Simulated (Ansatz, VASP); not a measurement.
## SnSe in VASP and in Ansatz

```
Sn Se
1.0
     0.00000    2.94625    2.94625
     2.94625    0.00000    2.94625
     2.94625    2.94625    0.00000
Sn Se
1 1
Direct
  0.00000 0.00000 0.00000
  0.50000 0.50000 0.50000
```

Alike in both runs: functional r2SCAN; k mesh 8 × 8 × 8; occupations fermi-dirac, width 0.02 eV; no spin polarisation.

Ansatz relaxed the structure, and its values are those at the end. VASP's run is a single point on that final structure, the one shown.

|  | VASP | Ansatz |
| --- | --- | --- |
| version | VASP 6.6.1 | Ansatz 0.2.0 |
| potentials or method | VASP PAW PBE potentials, release 64 (Sn_d, Se), cutoff 520 eV | PAW plane waves |
| valence electrons in the cell | 20 | 30 |

|  | VASP | Ansatz | Ansatz less VASP |
| --- | --- | --- | --- |
| pressure (GPa) | 3.8 | 3.8 | -0.01 |

VASP's potentials were made for PBE, not for r2SCAN. VASP's potentials hold 20 valence electrons a cell and Ansatz's 30, so a difference there can come from the potentials and not from the codes. Ansatz's warnings: stress scf threshold loose.
